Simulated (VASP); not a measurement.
Here is a VASP 6.6.1 calculation.

Contents of INCAR:

```
  ALGO = Normal
  EDIFF = 1E-6
  ENCUT = 520
  GGA = PS
  ISIF = 2
  ISMEAR = 0
  LASPH = True
  LCHARG = True
  LELF = True
  LREAL = False
  LVHAR = True
  LWAVE = False
  NBANDS = 15
  NELM = 80
  PREC = Accurate
  SIGMA = 0.1
```

File KPOINTS:

```
k-points
0
Gamma
  18 18 12
```

File POSCAR:

```
Fe
1.0
    2.5097428837      0.0000000000      0.0000000000
   -1.2548714419      2.1735010943      0.0000000000
    0.0000000000      0.0000000000      3.9580458432
Fe
2
Direct
    0.3333333333      0.6666666667      0.2500000000
    0.6666666667      0.3333333333      0.7500000000
```

Potentials or basis: VASP PAW PBE potentials, release 64 (Fe).

Run with:

```bash
$ cat potpaw_PBE.64/Fe/POTCAR > POTCAR
$ mpirun -np 1 vasp_std > vasp.out
```

(1) What does it give for the band gap on the k mesh?

(2) What does it give for the pressure?

Results:

(1) zero (band 8 reaches 6.93 eV, above the bottom of band 9 at 5.17 eV).

(2) -24.9 GPa.

Caveat: the PAW data sets were made with another functional, which shifts forces and pressure a little; the run has no spin polarisation, though such a crystal can be magnetic.
